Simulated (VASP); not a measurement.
# Ge (Cmcm) in VASP: further runs

The runs below take Ge through single point, with PBEsol.

Everything below comes from runs of VASP 6.6.1. Logs are shortened: lines on timing, memory, paths and dates and some standing lists are left out, and cuts for length are marked.

## Step 1: The cell of the first run

The structure is orthorhombic, space group Cmcm (No. 63). The conventional cell has a = 3.036 Å, b = 5.293 Å, c = 4.728 Å, α = 90.00°, β = 90.00°, γ = 90.00°. Ge (site symmetry m2m) has 12 Ge at 2.94 to 3.05 Å within 3.9 Å.

This isn't the form of Ge at room conditions, which is diamond.

## Step 2: Single point, PBEsol (strain +0.0200 x Voigt [1, 1, 0, 0, 0, 0])

File INCAR:

```
SYSTEM = Ge
PREC = Accurate
ENCUT = 520
EDIFF = 1E-7
ISMEAR = 0
SIGMA = 0.15
LREAL = .FALSE.
LASPH = .TRUE.
NELM = 100
ALGO = Normal
ISIF = 2
LWAVE = .FALSE.
LCHARG = .FALSE.
GGA = PS
NBANDS = 21
```

File KPOINTS:

```
regular mesh
0
G
  18 18 10
  0 0 0
```

File POSCAR:

```
Ge
1.0
    1.5178139835     -2.6465834022      0.0000000000
    1.5178139835      2.6465834022      0.0000000000
    0.0000000000      0.0000000000      4.7275957900
Ge
2
Direct
    0.6665533700      0.3334466300      0.2500000000
    0.3334466300      0.6665533700      0.7500000000
```

Potentials or basis: VASP PAW PBE potentials, release 64 (Ge_d).

Command:

```bash
$ cat potpaw_PBE.64/Ge_d/POTCAR > POTCAR
$ mpirun -np 1 vasp_std > vasp.out
```

OUTCAR:

```text
SYSTEM = Ge
   PREC = Accurate
   ENCUT = 520
   EDIFF = 1E-7
   ISMEAR = 0
   LREAL = .FALSE.
   LASPH = .TRUE.
   NELM = 100
   ISIF = 2
   GGA = PS

 ion  position               nearest neighbor table
   1  0.667  0.333  0.250-
   2  0.333  0.667  0.750-

  LATTYP: Found a base centered orthorhombic cell.
 ALAT       =     3.0356279670
 B/A-ratio  =     1.7436809984
 C/A-ratio  =     1.5573699549

  Lattice vectors:

 A1 = (   1.5178139835,  -2.6465834022,   0.0000000000)
 A2 = (   1.5178139835,   2.6465834022,   0.0000000000)
 A3 = (   0.0000000000,   0.0000000000,   4.7275957900)

Analysis of symmetry for initial positions (statically):
=====================================================================
 Subroutine PRICEL returns:
 Original cell was already a primitive cell.

 Routine SETGRP: Setting up the symmetry group for a
 base centered orthorhombic supercell.

 Subroutine GETGRP returns: Found  8 space group operations
 (whereof  4 operations were pure point group operations)
 out of a pool of  8 trial point group operations.

The static configuration has the point symmetry C_2h.
 The point group associated with its full space group is D_2h.

Analysis of symmetry for dynamics (positions and initial velocities):
=====================================================================
 Subroutine PRICEL returns:
 Original cell was already a primitive cell.

 Routine SETGRP: Setting up the symmetry group for a
 base centered orthorhombic supercell.

 Subroutine GETGRP returns: Found  8 space group operations
 (whereof  4 operations were pure point group operations)
 out of a pool of  8 trial point group operations.

The dynamic configuration has the point symmetry C_2h.
 The point group associated with its full space group is D_2h.

 Subroutine INISYM returns: Found  8 space group operations
 (whereof  4 operations are pure point group operations),
 and found     1 'primitive' translations

----------------------------------------------------------------------------------------

                                     Primitive cell

  volume of cell :      37.9817

  direct lattice vectors                    reciprocal lattice vectors
     1.517813983 -2.646583402  0.000000000     0.329421132 -0.188922820  0.000000000
     1.517813983  2.646583402  0.000000000     0.329421132  0.188922820  0.000000000
     0.000000000  0.000000000  4.727595790     0.000000000  0.000000000  0.211524006

  length of vectors
     3.050928218  3.050928218  4.727595790     0.379750068  0.379750068  0.211524006

  position of ions in fractional coordinates (direct lattice)
     0.666553370  0.333446630  0.250000000
     0.333446630  0.666553370  0.750000000

  ion indices of the primitive-cell ions
   primitive index   ion index
                 1           1
                 2           2

----------------------------------------------------------------------------------------

 KPOINTS: regular mesh

Automatic generation of k-mesh.
 Grid dimensions read from file:
 generate k-points for:   18   18   10

 Generating k-lattice:

  Cartesian coordinates                     Fractional coordinates (reciprocal lattice)
     0.018301174 -0.010495712  0.000000000     0.055555556 -0.000000000  0.000000000
     0.018301174  0.010495712  0.000000000    -0.000000000  0.055555556  0.000000000
     0.000000000  0.000000000  0.021152401     0.000000000  0.000000000  0.100000000

  Length of vectors
     0.021097226  0.021097226  0.021152401

  Shift w.r.t. Gamma in fractional coordinates (k-lattice)
     0.000000000  0.000000000  0.000000000

 Subroutine IBZKPT returns following result:
 ===========================================

 Found    546 irreducible k-points:

 Following reciprocal coordinates:
            Coordinates               Weight
  0.000000  0.000000  0.000000      1.000000
  0.055556  0.000000  0.000000      4.000000
  0.111111  0.000000  0.000000      4.000000
  0.166667  0.000000  0.000000      4.000000
  0.222222  0.000000  0.000000      4.000000
  0.277778  0.000000  0.000000      4.000000
[... 16 lines left out ...]
 -0.277778  0.055556  0.000000      4.000000
 -0.222222  0.055556  0.000000      4.000000
 [... further k-points ...]
   k-points           NKPTS =    546   k-points in BZ     NKDIM =    546   number of bands    NBANDS=     21
   number of dos      NEDOS =    301   number of ions     NIONS =      2
   total plane-waves  NPLWV =  20736
   dimension x,y,z NGX =    24 NGY =   24 NGZ =   36
   dimension x,y,z NGXF=    48 NGYF=   48 NGZF=   72
   ions per type =               2
   NGX,Y,Z   is equivalent  to a cutoff of  13.08, 13.08, 12.66 a.u.
   NGXF,Y,Z  is equivalent  to a cutoff of  26.16, 26.16, 25.32 a.u.
 SYSTEM =  Ge
   PREC   = accura    normal or accurate (medium, high low for compatibility)
   ISTART =      0    job   : 0-new  1-cont  2-samecut
   ICHARG =      2    charge: 1-file 2-atom 10-const
   ISPIN  =      1    spin polarized calculation?
   LNONCOLLINEAR =      F non collinear calculations
   LSORBIT =      F    spin-orbit coupling
   LASPH  =      T    aspherical Exc in radial PAW
   ENCUT  =  520.0 eV  38.22 Ry    6.18 a.u.   5.67  5.67  8.79*2*pi/ulx,y,z
   NELM   =    100;   NELMIN=  2; NELMDL= -5     # of ELM steps
   EDIFF  = 0.1E-06   stopping-criterion for ELM
   LREAL  =      F    real-space projection
   EDIFFG = 0.1E-05   stopping-criterion for IOM
   NSW    =      0    number of steps for IOM
   IBRION =     -1    ionic relax: 0-MD 1-quasi-New 2-CG
   NFREE  =      0    steps in history (QN), initial steepest desc. (CG)
   ISIF   =      2    stress and relaxation
   ISYM   =      2    0-nonsym 1-usesym 2-fastsym
   POTIM  = 0.5000    time-step for ionic-motion
   TEBEG  =    0.0;   TEEND  =   0.0 temperature during run
   PSTRESS=    0.0 pullay stress
   NELECT =      28.0000    total number of electrons
   NUPDOWN=      -1.0000    fix difference up-down
   EMIN   =  10.00;   EMAX   =-10.00  energy-range for DOS
   EFERMI =   0.00;   METHOD = LEGACY
   ISMEAR =     0;   SIGMA  =   0.15  broadening in eV -4-tet -1-fermi 0-gaus
   EFERMI_NEDOS =   21; number of points for ismear=-14 and -15
   IALGO  =     38    algorithm
   IMIX   =      4    mixing-type and parameters
     AMIX     =   0.40;   BMIX     =  1.00
     AMIX_MAG =   1.60;   BMIX_MAG =  1.00
  volume/ion in A,a.u.               =      18.99       128.16
  Fermi-wavevector in a.u.,A,eV,Ry     =   1.478890  2.794698 29.757535  2.187117
  Thomas-Fermi vector in A             =   2.593116
   LORBIT       =      0    0 simple, 1 ext, 2 COOP (PROOUT), +10 PAW based schemes
   GGA     = PS    functional components
   LHFCALC =     F    Hartree Fock is set to
   AEXX    =    0.0000 exact exchange contribution
   IVDW    =     0    specifies the selected vdW correction
   LEPSILON=     F    determine dielectric tensor
   LRPA    =     F    only Hartree local field effects (RPA)
 non-spin polarized calculation
 Gauss-broadening in eV      SIGMA  =   0.15
  energy-cutoff  :      520.00
  volume of cell :       37.98
 maximum number of plane-waves:      1043
   NGX = 11   NGY = 11   NGZ = 17

 number of electron      28.0000016 magnetization

 Free energy of the ion-electron system (eV)
  ---------------------------------------------------
  ext. energy  EPLUGINS =         0.00000000
  ---------------------------------------------------
  free energy    TOTEN  =        -9.31063932 eV

  energy without entropy =       -9.30149073  energy(sigma->0) =       -9.30606502

 E-fermi :   6.5828     XC(G=0): -11.4045

 val. band max:        6.5820805994   @ k =   0.3333   0.3333   0.0000
 cond. band min:       6.5829233512   @ k =   0.5000   0.2778   0.2000
 fundamental gap:      0.0008427517
 Fermi energy:         6.5827604550

 k-point     1 :       0.0000    0.0000    0.0000
  band No.  band energies     occupation
      1     -18.0702      2.00000
      2     -18.0633      2.00000
      3     -18.0600      2.00000
      4     -18.0557      2.00000
      5     -18.0546      2.00000
      6     -18.0519      2.00000
[... 13 lines left out ...]
     20      19.0263      0.00000
     21      20.2333      0.00000

 k-point     2 :       0.0556    0.0000    0.0000
  band No.  band energies     occupation
      1     -18.0705      2.00000
      2     -18.0643      2.00000
      3     -18.0599      2.00000
      4     -18.0526      2.00000
      5     -18.0516      2.00000
      6     -18.0503      2.00000
[... 13 lines left out ...]
     20      18.7875      0.00000
     21      20.2287      0.00000

 k-point     3 :       0.1111    0.0000    0.0000
  band No.  band energies     occupation
      1     -18.0749      2.00000
      2     -18.0646      2.00000
      3     -18.0536      2.00000
      4     -18.0517      2.00000
      5     -18.0506      2.00000
      6     -18.0487      2.00000
[... 13 lines left out ...]
     20      19.1804      0.00000
     21      20.4231      0.00000

 k-point     4 :       0.1667    0.0000    0.0000
  band No.  band energies     occupation
      1     -18.0826      2.00000
      2     -18.0622      2.00000
      3     -18.0559      2.00000
      4     -18.0552      2.00000
      5     -18.0452      2.00000
      6     -18.0435      2.00000
[... 13 lines left out ...]
     20      19.7721      0.00000
     21      20.1865      0.00000

 k-point     5 :       0.2222    0.0000    0.0000
  band No.  band energies     occupation
      1     -18.0911      2.00000
      2     -18.0614      2.00000
      3     -18.0606      2.00000
      4     -18.0603      2.00000
      5     -18.0404      2.00000
      6     -18.0314      2.00000
[... 13 lines left out ...]
     20      18.9945      0.00000
     21      20.1733      0.00000

 k-point     6 :       0.2778    0.0000    0.0000
  band No.  band energies     occupation
      1     -18.0994      2.00000
      2     -18.0683      2.00000
      3     -18.0656      2.00000
      4     -18.0598      2.00000
      5     -18.0343      2.00000
      6     -18.0185      2.00000
[... 13 lines left out ...]
     20      18.4230      0.00000
     21      19.7889      0.00000

 k-point     7 :       0.3333    0.0000    0.0000
  band No.  band energies     occupation
      1     -18.1069      2.00000
      2     -18.0752      2.00000
      3     -18.0700      2.00000
      4     -18.0604      2.00000
      5     -18.0280      2.00000
      6     -18.0077      2.00000
[... 13 lines left out ...]
     20      17.9960      0.00000
     21      19.4504      0.00000
[... 291 lines left out ...]
      1     -18.1123      2.00000
      2     -18.0866      2.00000
      3     -18.0716      2.00000
      4     -18.0603      2.00000
      5     -18.0209      2.00000
      6     -18.0147      2.00000
[... 13 lines left out ...]
     20      16.6129      0.00000
     21      19.6528      0.00000

 k-point    21 :      -0.3889    0.0556    0.0000
  band No.  band energies     occupation
      1     -18.1075      2.00000
      2     -18.0813      2.00000
      3     -18.0691      2.00000
      4     -18.0599      2.00000
      5     -18.0259      2.00000
      6     -18.0108      2.00000
[... 13 lines left out ...]
     20      16.8839      0.00000
     21      19.8388      0.00000

 k-point    22 :      -0.3333    0.0556    0.0000
  band No.  band energies     occupation
      1     -18.1009      2.00000
      2     -18.0745      2.00000
      3     -18.0656      2.00000
      4     -18.0602      2.00000
      5     -18.0323      2.00000
      6     -18.0119      2.00000
[... 13 lines left out ...]
     20      17.3096      0.00000
     21      20.0692      0.00000

 k-point    23 :      -0.2778    0.0556    0.0000
  band No.  band energies     occupation
      1     -18.0930      2.00000
      2     -18.0671      2.00000
      3     -18.0618      2.00000
      4     -18.0615      2.00000
      5     -18.0384      2.00000
      6     -18.0225      2.00000
[... 13 lines left out ...]
     20      17.9174      0.00000
     21      20.1598      0.00000

 k-point    24 :      -0.2222    0.0556    0.0000
  band No.  band energies     occupation
      1     -18.0847      2.00000
      2     -18.0651      2.00000
      3     -18.0601      2.00000
      4     -18.0571      2.00000
      5     -18.0430      2.00000
      6     -18.0335      2.00000
[... 13 lines left out ...]
     20      18.7618      0.00000
     21      19.5962      0.00000

 [... further k-points ...]

------------------------ aborting loop because EDIFF is reached ----------------------------------------

  FORCE on cell =-STRESS in cart. coord.  units (eV):
  Direction    XX          YY          ZZ          XY          YZ          ZX
  --------------------------------------------------------------------------------------
  -------------------------------------------------------------------------------------
  Total       -0.6081684     -0.6695010     -0.3469666      0.0000000     -0.0000000      0.0000000
  in kB      -25.6542873    -28.2414714    -14.6360464      0.0000000     -0.0000000      0.0000000
  external PRESSURE =     -22.8439350 kB  Pullay stress =       0.0000000 kB

 VOLUME and BASIS-vectors are now :
 -----------------------------------------------------------------------------
  energy-cutoff  :      520.00
  volume of cell :       37.98
      direct lattice vectors                 reciprocal lattice vectors
     1.517813983 -2.646583402  0.000000000     0.329421132 -0.188922820  0.000000000
     1.517813983  2.646583402  0.000000000     0.329421132  0.188922820  0.000000000
     0.000000000  0.000000000  4.727595790     0.000000000  0.000000000  0.211524006

 POSITION                                       TOTAL-FORCE (eV/Angst)
 -----------------------------------------------------------------------------------
      1.51781     -0.88159      1.18190         0.000000      0.003110      0.000000
      1.51781      0.88159      3.54570         0.000000     -0.003110     -0.000000
 -----------------------------------------------------------------------------------
    total drift:                                0.000000     -0.000000      0.000000

  FREE ENERGIE OF THE ION-ELECTRON SYSTEM (eV)
  ---------------------------------------------------
  free  energy   TOTEN  =        -9.3106393160 eV

  energy  without entropy=       -9.3014907289  energy(sigma->0) =       -9.30606502
```

Wall time 1.7 min (1 thread of Intel Xeon 6975P-C (Granite Rapids), shared host); peak memory 0.42 GiB.

Results:

| Quantity | Value |
| --- | --- |
| Free energy | -9.3106 eV |
| Pressure | -2.3 GPa |
| Largest force | 0.003 eV/Å |
| Band gap on the k mesh | zero (bands 14 and 15 overlap by 9.13 eV) |

Forces on the atoms (eV/Å):
```
Ge   0.000  0.003  0.000
Ge   0.000 -0.003  0.000
```

Levels at points of the mesh, in eV from the Fermi level:
```tsv
k point	band 11	band 12	band 13	band 14	band 15	band 16	band 17	band 18
(0.00, 0.00, 0.00)	-13.13	-7.27	-5.33	5.99	6.10	8.08	8.19	9.88
(0.50, 0.00, 0.00)	-8.50	-7.11	-2.30	-1.14	-0.92	1.39	2.08	6.10
(0.50, 0.50, 0.00)	-8.57	-7.15	-2.33	-1.16	-0.98	1.36	2.23	6.23
(0.00, 0.00, 0.50)	-11.46	-11.46	2.02	2.02	7.13	7.13	7.23	7.23
(0.50, 0.00, 0.50)	-7.09	-7.09	-4.83	-4.83	3.74	3.74	4.88	4.88
(0.50, 0.50, 0.50)	-7.16	-7.16	-4.85	-4.85	3.89	3.89	4.91	4.91
```

Caveat: the cell differs from its parent crystal (strain +0.0200 x Voigt [1, 1, 0, 0, 0, 0]); the PAW data sets were made with another functional, which shifts forces and pressure a little.

## Step 3: Single point, PBEsol (strain +0.0050 x Voigt [1, 1, 0, 0, 0, 0])

File INCAR:

```
SYSTEM = Ge
  ALGO = Normal
  EDIFF = 1E-7
  ENCUT = 520
  GGA = PS
  ISIF = 2
  ISMEAR = 0
  LASPH = .True.
  LCHARG = .False.
  LREAL = .False.
  LWAVE = .False.
  NBANDS = 21
  NELM = 100
  PREC = Accurate
  SIGMA = 0.15
```

File KPOINTS:

```
k-points
0
Gamma
  18 18 10
  0 0 0
```

File POSCAR:

```
Ge
1.0
    1.4954931896     -2.6076630580      0.0000000000
    1.4954931896      2.6076630580      0.0000000000
    0.0000000000      0.0000000000      4.7275957900
Ge
2
Direct
    0.6665533700      0.3334466300      0.2500000000
    0.3334466300      0.6665533700      0.7500000000
```

Potentials or basis: VASP PAW PBE potentials, release 64 (Ge_d).

Command:

```bash
$ cat potpaw_PBE.64/Ge_d/POTCAR > POTCAR
$ mpirun -np 1 vasp_std > vasp.out
```

Run time: 90 s. Hardware: 1 thread of Intel Xeon 6975P-C (Granite Rapids), shared host; peak memory 0.42 GiB.

Results (log left out):

| Quantity | Value |
| --- | --- |
| Free energy | -9.3209 eV |
| Pressure | -0.3 GPa |
| Largest force | 0.005 eV/Å |
| Band gap on the k mesh | zero (bands 14 and 15 overlap by 9.62 eV) |

Forces on the atoms (eV/Å):
```
Ge   0.000  0.005  0.000
Ge   0.000 -0.005  0.000
```

Stress tensor (GPa, compression positive):
```
-0.35  0.00  0.00
 0.00 -0.46  0.00
 0.00  0.00 -0.07
```

Levels at points of the mesh, in eV from the Fermi level:
```csv
k point,band 12,band 13,band 14,band 15,band 16,band 17
"(0.00, 0.00, 0.00)",-7.50,-5.56,6.37,6.48,8.45,8.57
"(0.50, 0.00, 0.00)",-7.19,-2.35,-1.31,-0.97,1.34,2.27
"(0.50, 0.50, 0.00)",-7.23,-2.39,-1.33,-1.04,1.31,2.42
"(0.00, 0.00, 0.50)",-11.71,1.84,1.84,7.51,7.51,7.62
"(0.50, 0.00, 0.50)",-7.09,-4.99,-4.99,3.93,3.93,4.94
"(0.50, 0.50, 0.50)",-7.17,-5.01,-5.01,4.08,4.08,4.97
```

Caveat: the cell differs from its parent crystal (strain +0.0050 x Voigt [1, 1, 0, 0, 0, 0]); the PAW data sets were made with another functional, which shifts forces and pressure a little.

## Step 4: Single point, PBEsol (strain +0.0100 x Voigt [1, 1, 0, 0, 0, 0])

File INCAR:

```
ALGO     = Normal         # electronic algorithm
EDIFF    = 1E-6           # SCF threshold, eV
ENCUT    = 520            # plane-wave cutoff, eV
GGA      = PS             # functional
ISIF     = 2              # what is computed and relaxed
ISMEAR   = 0              # smearing method
LASPH    = True           # aspherical terms in the spheres
LCHARG   = True           # write CHGCAR
LELF     = True           # ELF
LREAL    = False          # projectors in reciprocal space
LVHAR    = True         
LWAVE    = False          # write WAVECAR
NBANDS   = 21             # bands
NELM     = 80             # most SCF steps
PREC     = Accurate       # precision mode
SIGMA    = 0.15           # smearing width, eV
```

File KPOINTS:

```
k-points
0
Gamma
  18 18 10
```

File POSCAR:

```
Ge
1.0
    1.5029334543     -2.6206365061      0.0000000000
    1.5029334543      2.6206365061      0.0000000000
    0.0000000000      0.0000000000      4.7275957900
Ge
2
Direct
    0.6665533700      0.3334466300      0.2500000000
    0.3334466300      0.6665533700      0.7500000000
```

Command:

```bash
$ cat potpaw_PBE.64/Ge_d/POTCAR > POTCAR
$ mpirun -np 1 vasp_std > vasp.out
```

It took 88 s on 1 thread of Intel Xeon 6975P-C (Granite Rapids), shared host; peak memory 0.41 GiB.

It converged, with:

```
Free energy            : -9.3193 eV
Pressure               : -1.0 GPa
Largest force          : 0.004 eV/Å
Band gap on the k mesh : zero (bands 14 and 15 overlap by 9.45 eV)
```

Forces on the atoms (eV/Å):
```
Ge   0.000  0.004  0.000
Ge   0.000 -0.004  0.000
```

Stress tensor (GPa, compression positive):
```
-1.07  0.00  0.00
 0.00 -1.24  0.00
 0.00  0.00 -0.65
```

Levels at points of the mesh, in eV from the Fermi level:
```tsv
k point	band 11	band 12	band 13	band 14	band 15	band 16	band 17	band 18
(0.00, 0.00, 0.00)	-13.30	-7.42	-5.48	6.24	6.35	8.32	8.44	9.95
(0.50, 0.00, 0.00)	-8.52	-7.16	-2.33	-1.25	-0.95	1.36	2.20	6.21
(0.50, 0.50, 0.00)	-8.59	-7.20	-2.37	-1.27	-1.02	1.32	2.35	6.34
(0.00, 0.00, 0.50)	-11.63	-11.63	1.90	1.90	7.38	7.38	7.49	7.49
(0.50, 0.00, 0.50)	-7.09	-7.09	-4.93	-4.93	3.87	3.87	4.92	4.92
(0.50, 0.50, 0.50)	-7.16	-7.16	-4.96	-4.96	4.02	4.02	4.95	4.95
```

Caveat: the cell differs from its parent crystal (strain +0.0100 x Voigt [1, 1, 0, 0, 0, 0]); the PAW data sets were made with another functional, which shifts forces and pressure a little.

(Continued in part 2 of 2.)
